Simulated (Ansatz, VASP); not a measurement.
**AlGeSbH2: VASP beside Ansatz**

```xyz
5
Lattice="-1.9145 1.9145 5.6573 1.9145 -1.9145 5.6573 1.9145 1.9145 -5.6573" Properties=species:S:1:pos:R:3 pbc="T T T"
Al    0.0000    0.0000   11.1095
Ge    0.0000    0.0000    3.6491
Sb    0.0000    0.0000    6.3600
H     0.0000    1.9145    3.5839
H     1.9145    0.0000    3.5839
```

Change from the starting cell: species swapped into the DyMn2SiGe type (I4mm, No. 107).

Alike in both runs: functional PBE; k mesh 4 × 4 × 4; occupations gaussian, width 0.15 eV; no spin polarisation.

Ansatz relaxed the structure, and its values are those at the end. VASP's run is a single point on that final structure, the one shown.

|  | VASP | Ansatz |
| --- | --- | --- |
| version | VASP 6.6.1 | Ansatz 0.2.0 |
| potentials or method | VASP PAW PBE potentials, release 64 (Al, Ge_d, Sb, H), cutoff 500 eV | scalar-relativistic, plane waves, PAW |
| valence electrons in the cell | 24 | 34 |

```tsv
	VASP	Ansatz	Ansatz less VASP
gap on the k mesh at the Fermi level (eV)	none	none	-
pressure (GPa)	0.3	0.3	-0.02
rms of the force components (eV/Å)	0.024	0.014	-0.0100
```

A gap of «none» marks a metal or a gap that the smearing closes. VASP's potentials hold 24 valence electrons a cell and Ansatz's 34, so a difference there can come from the potentials and not from the codes.

The k mesh is coarse, so the values compare programs but aren't converged. Spin-orbit coupling is off throughout.
